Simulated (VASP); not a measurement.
# LiCl (Fm-3m) in VASP: notebook

Runs on LiCl. Level: PBE. Tasks: single point.

Everything below comes from runs of VASP 6.6.1. Logs are shortened: lines on timing, memory, paths and dates and some standing lists are left out, and cuts for length are marked.

## 1. The cell of the first run

Symmetry: Fm-3m, No. 225, cubic system. Conventional cell: a = 5.151 Å, b = 5.151 Å, c = 5.151 Å, α = 90.00°, β = 90.00°, γ = 90.00°. Within 3.4 Å of Li (site symmetry m-3m) lie 6 Cl at 2.58 Å. Cl (site symmetry m-3m) has 6 Li at 2.58 Å within 3.4 Å.

## 2. Single point, PBE

Contents of INCAR:

```
PREC = Accurate ; ENCUT = 520
EDIFF = 1E-6 ; ISMEAR = 0
SIGMA = 0.01 ; LREAL = False
LASPH = True ; NELM = 80
ALGO = Normal ; ISIF = 2
LWAVE = False ; LCHARG = False
GGA = PE ; NBANDS = 12
```

Contents of KPOINTS:

```
Automatic mesh
0
Gamma
  8 8 8
```

Contents of POSCAR:

```
LiCl
1.0
    0.0000000000      2.5753626836      2.5753626836
    2.5753626836      0.0000000000      2.5753626836
    2.5753626836      2.5753626836      0.0000000000
Li Cl
1 1
Direct
    0.0000000000      0.0000000000      0.0000000000
    0.5000000000      0.5000000000      0.5000000000
```

Potentials or basis: VASP PAW PBE potentials, release 64 (Li_sv, Cl).

Command:

```
$ cat potpaw_PBE.64/Li_sv/POTCAR potpaw_PBE.64/Cl/POTCAR > POTCAR
$ mpirun -np 1 vasp_std > vasp.out
```

OUTCAR:

```text
PREC = Accurate
   ENCUT = 520
   EDIFF = 1E-6
   ISMEAR = 0
   LREAL = False
   LASPH = True
   NELM = 80
   ISIF = 2
   GGA = PE

 ion  position               nearest neighbor table
   1  0.000  0.000  0.000-   2 2.58   2 2.58   2 2.58   2 2.58   2 2.58   2 2.58
   2  0.500  0.500  0.500-   1 2.58   1 2.58   1 2.58   1 2.58   1 2.58   1 2.58

  LATTYP: Found a face centered cubic cell.
 ALAT       =     5.1507253672

  Lattice vectors:

 A1 = (   0.0000000000,   2.5753626836,   2.5753626836)
 A2 = (   2.5753626836,   0.0000000000,   2.5753626836)
 A3 = (   2.5753626836,   2.5753626836,   0.0000000000)

Analysis of symmetry for initial positions (statically):
=====================================================================
 Subroutine PRICEL returns:
 Original cell was already a primitive cell.

 Routine SETGRP: Setting up the symmetry group for a
 face centered cubic supercell.

 Subroutine GETGRP returns: Found 48 space group operations
 (whereof 48 operations were pure point group operations)
 out of a pool of 48 trial point group operations.

The static configuration has the point symmetry O_h .

Analysis of symmetry for dynamics (positions and initial velocities):
=====================================================================
 Subroutine PRICEL returns:
 Original cell was already a primitive cell.

 Routine SETGRP: Setting up the symmetry group for a
 face centered cubic supercell.

 Subroutine GETGRP returns: Found 48 space group operations
 (whereof 48 operations were pure point group operations)
 out of a pool of 48 trial point group operations.

The dynamic configuration has the point symmetry O_h .

 Subroutine INISYM returns: Found 48 space group operations
 (whereof 48 operations are pure point group operations),
 and found     1 'primitive' translations

----------------------------------------------------------------------------------------

                                     Primitive cell

  volume of cell :      34.1621

  direct lattice vectors                    reciprocal lattice vectors
     0.000000000  2.575362684  2.575362684    -0.194147412  0.194147412  0.194147412
     2.575362684  0.000000000  2.575362684     0.194147412 -0.194147412  0.194147412
     2.575362684  2.575362684  0.000000000     0.194147412  0.194147412 -0.194147412

  length of vectors
     3.642112835  3.642112835  3.642112835     0.336273182  0.336273182  0.336273182

  position of ions in fractional coordinates (direct lattice)
     0.000000000  0.000000000  0.000000000
     0.500000000  0.500000000  0.500000000

  ion indices of the primitive-cell ions
   primitive index   ion index
                 1           1
                 2           2

----------------------------------------------------------------------------------------

 KPOINTS: Automatic mesh

Automatic generation of k-mesh.
 Grid dimensions read from file:
 generate k-points for:    8    8    8

 Generating k-lattice:

  Cartesian coordinates                     Fractional coordinates (reciprocal lattice)
    -0.024268427  0.024268427  0.024268427     0.125000000  0.000000000  0.000000000
     0.024268427 -0.024268427  0.024268427     0.000000000  0.125000000  0.000000000
     0.024268427  0.024268427 -0.024268427     0.000000000  0.000000000  0.125000000

  Length of vectors
     0.042034148  0.042034148  0.042034148

  Shift w.r.t. Gamma in fractional coordinates (k-lattice)
     0.000000000  0.000000000  0.000000000

 Subroutine IBZKPT returns following result:
 ===========================================

 Found     29 irreducible k-points:

 Following reciprocal coordinates:
            Coordinates               Weight
  0.000000  0.000000  0.000000      1.000000
  0.125000  0.000000  0.000000      8.000000
  0.250000  0.000000  0.000000      8.000000
  0.375000  0.000000  0.000000      8.000000
  0.500000  0.000000  0.000000      4.000000
  0.125000  0.125000  0.000000      6.000000
[... 16 lines left out ...]
  0.500000  0.250000  0.125000     48.000000
 -0.375000  0.250000  0.125000     24.000000
 [... further k-points ...]
   k-points           NKPTS =     29   k-points in BZ     NKDIM =     29   number of bands    NBANDS=     12
   number of dos      NEDOS =    301   number of ions     NIONS =      2
   total plane-waves  NPLWV =  21952
   dimension x,y,z NGX =    28 NGY =   28 NGZ =   28
   dimension x,y,z NGXF=    56 NGYF=   56 NGZF=   56
   ions per type =               1   1
   NGX,Y,Z   is equivalent  to a cutoff of  12.78, 12.78, 12.78 a.u.
   NGXF,Y,Z  is equivalent  to a cutoff of  25.56, 25.56, 25.56 a.u.
 SYSTEM =  unknown system
   PREC   = accura    normal or accurate (medium, high low for compatibility)
   ISTART =      0    job   : 0-new  1-cont  2-samecut
   ICHARG =      2    charge: 1-file 2-atom 10-const
   ISPIN  =      1    spin polarized calculation?
   LNONCOLLINEAR =      F non collinear calculations
   LSORBIT =      F    spin-orbit coupling
   LASPH  =      T    aspherical Exc in radial PAW
   ENCUT  =  520.0 eV  38.22 Ry    6.18 a.u.   6.77  6.77  6.77*2*pi/ulx,y,z
   NELM   =     80;   NELMIN=  2; NELMDL= -5     # of ELM steps
   EDIFF  = 0.1E-05   stopping-criterion for ELM
   LREAL  =      F    real-space projection
[... 7 lines left out ...]
   TEBEG  =    0.0;   TEEND  =   0.0 temperature during run
   PSTRESS=    0.0 pullay stress
   NELECT =      10.0000    total number of electrons
   NUPDOWN=      -1.0000    fix difference up-down
   EMIN   =  10.00;   EMAX   =-10.00  energy-range for DOS
   EFERMI =   0.00;   METHOD = LEGACY
   ISMEAR =     0;   SIGMA  =   0.01  broadening in eV -4-tet -1-fermi 0-gaus
   EFERMI_NEDOS =   21; number of points for ismear=-14 and -15
   IALGO  =     38    algorithm
   IMIX   =      4    mixing-type and parameters
     AMIX     =   0.40;   BMIX     =  1.00
     AMIX_MAG =   1.60;   BMIX_MAG =  1.00
  volume/ion in A,a.u.               =      17.08       115.27
  Fermi-wavevector in a.u.,A,eV,Ry     =   1.086992  2.054117 16.075992  1.181552
  Thomas-Fermi vector in A             =   2.223142
   LORBIT       =      0    0 simple, 1 ext, 2 COOP (PROOUT), +10 PAW based schemes
   GGA     = PE    functional components
   LHFCALC =     F    Hartree Fock is set to
   AEXX    =    0.0000 exact exchange contribution
   IVDW    =     0    specifies the selected vdW correction
   LEPSILON=     F    determine dielectric tensor
   LRPA    =     F    only Hartree local field effects (RPA)
 non-spin polarized calculation
 Gauss-broadening in eV      SIGMA  =   0.01
  energy-cutoff  :      520.00
  volume of cell :       34.16
 maximum number of plane-waves:       941
   NGX = 13   NGY = 13   NGZ = 13

 number of electron      10.0000009 magnetization

 Free energy of the ion-electron system (eV)
  ---------------------------------------------------
  ext. energy  EPLUGINS =         0.00000000
  ---------------------------------------------------
  free energy    TOTEN  =        -7.38623238 eV

  energy without entropy =       -7.38623238  energy(sigma->0) =       -7.38623238

 E-fermi :   0.5931     XC(G=0):  -8.6776

 val. band max:        0.4873168080   @ k =   0.0000   0.0000   0.0000
 cond. band min:       6.7568921075   @ k =   0.0000   0.0000   0.0000
 fundamental gap:      6.2695752995
 Fermi energy:         0.5930524525

 k-point     1 :       0.0000    0.0000    0.0000
  band No.  band energies     occupation
      1     -43.0574      2.00000
      2     -12.8663      2.00000
      3       0.4873      2.00000
      4       0.4873      2.00000
      5       0.4873      2.00000
      6       6.7569      0.00000
      7      12.4152      0.00000
      8      12.4152      0.00000
      9      12.4152      0.00000
     10      14.9411      0.00000
     11      14.9412      0.00000
     12      14.9412      0.00000

 k-point     2 :       0.1250    0.0000    0.0000
  band No.  band energies     occupation
      1     -43.0569      2.00000
      2     -12.7928      2.00000
      3      -0.0293      2.00000
      4       0.4473      2.00000
      5       0.4473      2.00000
      6       7.2172      0.00000
      7      11.6249      0.00000
      8      12.3058      0.00000
      9      12.3058      0.00000
     10      13.5565      0.00000
     11      13.5565      0.00000
     12      15.4040      0.00000

 k-point     3 :       0.2500    0.0000    0.0000
  band No.  band energies     occupation
      1     -43.0561      2.00000
      2     -12.6057      2.00000
      3      -1.0641      2.00000
      4       0.3556      2.00000
      5       0.3556      2.00000
      6       7.6656      0.00000
      7      11.1640      0.00000
      8      11.1640      0.00000
      9      11.4177      0.00000
     10      14.4089      0.00000
     11      14.4089      0.00000
     12      15.9655      0.00000
[... 286 lines left out ...]
 k-point    23 :       0.5000    0.2500    0.1250
  band No.  band energies     occupation
      1     -43.0547      2.00000
      2     -12.2787      2.00000
      3      -1.7814      2.00000
      4      -0.6936      2.00000
      5       0.0086      2.00000
      6       8.8459      0.00000
      7       9.8491      0.00000
      8      10.8219      0.00000
      9      11.8087      0.00000
     10      14.8466      0.00000
     11      17.9073      0.00000
     12      18.2863      0.00000

 k-point    24 :      -0.3750    0.2500    0.1250
  band No.  band energies     occupation
      1     -43.0544      2.00000
      2     -12.2027      2.00000
      3      -2.0067      2.00000
      4      -0.7877      2.00000
      5      -0.0780      2.00000
      6       8.6746      0.00000
      7       9.7930      0.00000
      8      11.0068      0.00000
      9      12.1639      0.00000
     10      15.9621      0.00000
     11      16.5327      0.00000
     12      18.5934      0.00000

 [... further k-points ...]
[... 5 lines left out ...]
  --------------------------------------------------------------------------------------
  -------------------------------------------------------------------------------------
  Total       -0.0212174     -0.0212174     -0.0212174      0.0000000      0.0000000      0.0000000
  in kB       -0.9950802     -0.9950802     -0.9950802      0.0000000      0.0000000      0.0000000
  external PRESSURE =      -0.9950802 kB  Pullay stress =       0.0000000 kB

 VOLUME and BASIS-vectors are now :
 -----------------------------------------------------------------------------
  energy-cutoff  :      520.00
  volume of cell :       34.16
      direct lattice vectors                 reciprocal lattice vectors
     0.000000000  2.575362684  2.575362684    -0.194147412  0.194147412  0.194147412
     2.575362684  0.000000000  2.575362684     0.194147412 -0.194147412  0.194147412
     2.575362684  2.575362684  0.000000000     0.194147412  0.194147412 -0.194147412

 POSITION                                       TOTAL-FORCE (eV/Angst)
 -----------------------------------------------------------------------------------
      0.00000      0.00000      0.00000         0.000000     -0.000000      0.000000
      2.57536      2.57536      2.57536        -0.000000      0.000000     -0.000000
 -----------------------------------------------------------------------------------
    total drift:                                0.000000      0.000000      0.000000

  FREE ENERGIE OF THE ION-ELECTRON SYSTEM (eV)
  ---------------------------------------------------
  free  energy   TOTEN  =        -7.3862323820 eV

  energy  without entropy=       -7.3862323820  energy(sigma->0) =       -7.38623238
```

Wall time 4.9 s (1 thread of Intel Xeon 6975P-C (Granite Rapids), shared host); peak memory 0.15 GiB.

What came out:

- Free energy: -7.3862 eV
- Band gap on the k mesh: 6.27 eV, direct

Caveat: the cutoff is under 1.25 times the usual one of these potentials, so pressure, stress and relaxed cells hold a basis-set (Pulay) error. A k mesh can miss the band edges.

## 3. Single point, PBE (volume scaled by 1.03)

Contents of INCAR:

```
SYSTEM = LiCl
ALGO     = Normal         ! electronic algorithm
EDIFF    = 1E-7           ! SCF threshold, eV
ENCUT    = 520            ! plane-wave cutoff, eV
GGA      = PE             ! functional
ISIF     = 2              ! what is computed and relaxed
ISMEAR   = 0              ! smearing method
LASPH    = .True.         ! aspherical terms in the spheres
LCHARG   = .False.        ! write CHGCAR
LREAL    = .False.        ! projectors in reciprocal space
LWAVE    = .False.        ! write WAVECAR
NBANDS   = 12             ! bands
NELM     = 60             ! most SCF steps
PREC     = Accurate       ! precision mode
SIGMA    = 0.02           ! smearing width, eV
```

Contents of KPOINTS:

```
k-points
0
Gamma
  8 8 8
  0 0 0
```

Contents of POSCAR:

```
LiCl
1.0
    0.0000000000      2.6012033909      2.6012033909
    2.6012033909      0.0000000000      2.6012033909
    2.6012033909      2.6012033909      0.0000000000
Li Cl
1 1
Direct
    0.0000000000      0.0000000000      0.0000000000
    0.5000000000      0.5000000000      0.5000000000
```

Potentials or basis: VASP PAW PBE potentials, release 64 (Li_sv, Cl).

Command:

```
$ cat potpaw_PBE.64/Li_sv/POTCAR potpaw_PBE.64/Cl/POTCAR > POTCAR
$ mpirun -np 1 vasp_std > vasp.out
```

Run time: 5.6 s. Hardware: 1 thread of Intel Xeon 6975P-C (Granite Rapids), shared host; peak memory 0.15 GiB.

Results (log left out):

- Free energy: -7.3831 eV
- Band gap on the k mesh: 6.10 eV, direct

Levels at points of the mesh, in eV from the valence-band top:
| k point | band 2 | band 3 | band 4 | band 5 | band 6 | band 7 | band 8 | band 9 |
| --- | --- | --- | --- | --- | --- | --- | --- | --- |
| (0.00, 0.00, 0.00) | -13.25 | 0.00 | 0.00 | 0.00 | 6.10 | 11.90 | 11.90 | 11.90 |
| (0.50, 0.00, 0.00) | -12.74 | -2.64 | -0.24 | -0.24 | 6.71 | 9.48 | 9.48 | 12.55 |
| (0.50, 0.50, 0.00) | -12.52 | -2.70 | -1.02 | -1.02 | 7.79 | 8.35 | 12.08 | 13.79 |

Caveat: the cutoff is under 1.25 times the usual one of these potentials, so pressure, stress and relaxed cells hold a basis-set (Pulay) error.

## 4. Single point, PBE (volume scaled by 1.06)

Contents of INCAR:

```
SYSTEM = LiCl
ALGO = Normal
EDIFF = 1E-6
ENCUT = 520
GGA = PE
ISIF = 2
ISMEAR = 0
LASPH = .TRUE.
LCHARG = .TRUE.
LELF = .TRUE.
LREAL = .FALSE.
LVHAR = .TRUE.
LWAVE = .FALSE.
NBANDS = 12
NELM = 100
PREC = Accurate
SIGMA = 0.02
```

Contents of KPOINTS:

```
k-points
0
G
  8 8 8
  0 0 0
```

Contents of POSCAR:

```
LiCl
1.0
    0.0000000000      2.6262164964      2.6262164964
    2.6262164964      0.0000000000      2.6262164964
    2.6262164964      2.6262164964      0.0000000000
Li Cl
1 1
Direct
    0.0000000000      0.0000000000      0.0000000000
    0.5000000000      0.5000000000      0.5000000000
```

Command:

```
$ cat potpaw_PBE.64/Li_sv/POTCAR potpaw_PBE.64/Cl/POTCAR > POTCAR
$ mpirun -np 1 vasp_std > vasp.out
```

Run time: 5.4 s. Hardware: 1 thread of Intel Xeon 6975P-C (Granite Rapids), shared host; peak memory 0.15 GiB.

The run converged. Its results:

* Free energy: -7.3748 eV
* Band gap on the k mesh: 5.95 eV, direct

Levels at points of the mesh, in eV from the valence-band top:
```csv
k point,band 2,band 3,band 4,band 5,band 6,band 7,band 8,band 9
"(0.00, 0.00, 0.00)",-13.16,0.00,0.00,0.00,5.95,11.87,11.87,11.87
"(0.50, 0.00, 0.00)",-12.68,-2.54,-0.23,-0.23,6.68,9.45,9.45,12.26
"(0.50, 0.50, 0.00)",-12.48,-2.58,-0.98,-0.98,7.72,8.38,11.85,13.58
```

Caveat: the cutoff is under 1.25 times the usual one of these potentials, so pressure, stress and relaxed cells hold a basis-set (Pulay) error.

## 5. Single point, PBE (volume scaled by 1.10)

Contents of INCAR:

```
ALGO = Normal
EDIFF = 1E-7
ENCUT = 520
GGA = PE
ISIF = 2
ISMEAR = 0
LASPH = True
LCHARG = False
LREAL = False
LWAVE = False
NBANDS = 12
NELM = 80
PREC = Accurate
SIGMA = 0.02
```

Contents of KPOINTS:

```
k-points
0
Gamma
  8 8 8
```

Contents of POSCAR:

```
LiCl
1.0
    0.0000000000      2.6588436399      2.6588436399
    2.6588436399      0.0000000000      2.6588436399
    2.6588436399      2.6588436399      0.0000000000
Li Cl
1 1
Direct
    0.0000000000      0.0000000000      0.0000000000
    0.5000000000      0.5000000000      0.5000000000
```

Command:

```
$ cat potpaw_PBE.64/Li_sv/POTCAR potpaw_PBE.64/Cl/POTCAR > POTCAR
$ mpirun -np 1 vasp_std > vasp.out
```

Run time: 5.8 s. Hardware: 1 thread of Intel Xeon 6975P-C (Granite Rapids), shared host; peak memory 0.15 GiB.

The run converged. Its results:

| Property | Result |
| --- | --- |
| Free energy | -7.3570 eV |
| Band gap on the k mesh | 5.77 eV, direct |

Levels at points of the mesh, in eV from the valence-band top:
| k point | band 2 | band 3 | band 4 | band 5 | band 6 | band 7 | band 8 | band 9 |
| --- | --- | --- | --- | --- | --- | --- | --- | --- |
| (0.00, 0.00, 0.00) | -13.05 | 0.00 | 0.00 | 0.00 | 5.77 | 11.83 | 11.83 | 11.83 |
| (0.50, 0.00, 0.00) | -12.61 | -2.40 | -0.21 | -0.21 | 6.64 | 9.42 | 9.42 | 11.91 |
| (0.50, 0.50, 0.00) | -12.43 | -2.43 | -0.92 | -0.92 | 7.63 | 8.42 | 11.56 | 13.31 |

Caveat: the cutoff is under 1.25 times the usual one of these potentials, so pressure, stress and relaxed cells hold a basis-set (Pulay) error.

## 6. Summary

```csv
cell,smearing,gap on the mesh (eV)
"a = 3.642 Å, angles 60.0°, 2 atoms",gaussian 0.01 eV,6.27
"a = 3.679 Å, angles 60.0°, 2 atoms",gaussian 0.02 eV,6.10
"a = 3.714 Å, angles 60.0°, 2 atoms",gaussian 0.02 eV,5.95
"a = 3.760 Å, angles 60.0°, 2 atoms",gaussian 0.02 eV,5.77
```

Alike in all rows: task single point; level PBE; potentials or basis VASP PAW PBE potentials, release 64 (Li_sv, Cl); no spin polarisation; k mesh 8 × 8 × 8; cutoff (eV) 520.

Caveats: the cutoff is under 1.25 times the usual one of these potentials, so pressure, stress and relaxed cells hold a basis-set (Pulay) error.

Absolute energies hang on the potentials; compare differences alone.
